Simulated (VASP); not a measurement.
Set up this calculation in VASP 6.6.1, as the native input.

```
Task                   : single point
Functional             : PBE
Potentials or basis    : VASP PAW PBE potentials, release 64 (Sb)
Cutoff                 : 520 eV
k mesh                 : 12 × 12 × 7
Occupations            : fermi-dirac, width 0.05 eV
Spin                   : no spin polarisation
Dipole correction      : no
Further INCAR settings : ALGO = Normal; EDIFF = 1e-06; NBANDS = 12
```

The structure of Sb lies in POSCAR:

```
Sb
1.0
    3.3234675684      0.0000000000      0.0000000000
   -1.6617337843      2.8782073429      0.0000000000
    0.0000000000      0.0000000000      5.2579641425
Sb
2
Direct
    0.3333333333      0.6666666667      0.2500000000
    0.6666666667      0.3333333333      0.7500000000
```

This cell differs from its parent crystal: volume scaled by 0.96.

These files were run (other wordings do the same):

INCAR

```
SYSTEM = Sb
PREC = Accurate ; ENCUT = 520
EDIFF = 1E-6 ; ISMEAR = -1
SIGMA = 0.05 ; LREAL = .FALSE.
LASPH = .TRUE. ; NELM = 80
ALGO = Normal ; ISIF = 2
LWAVE = .FALSE. ; LCHARG = .TRUE.
GGA = PE ; LELF = .TRUE.
LVHAR = .TRUE. ; NBANDS = 12
```

KPOINTS

```
Automatic mesh
0
G
  12 12 7
  0 0 0
```

Potentials or basis: VASP PAW PBE potentials, release 64 (Sb).

The run is started by

```console
$ cat potpaw_PBE.64/Sb/POTCAR > POTCAR
$ mpirun -np 1 vasp_std > vasp.out
```

Results of the run:

* Pressure: 6.1 GPa
* Band gap on the k mesh: zero (band 5 reaches 13.70 eV, above the bottom of band 6 at 6.35 eV)

Caveat: spin-orbit coupling is left out, which moves the levels of the heavy elements.

It took 52 s on 1 thread of Intel Xeon 6975P-C, with other jobs on the host, peak memory 0.2 GiB.
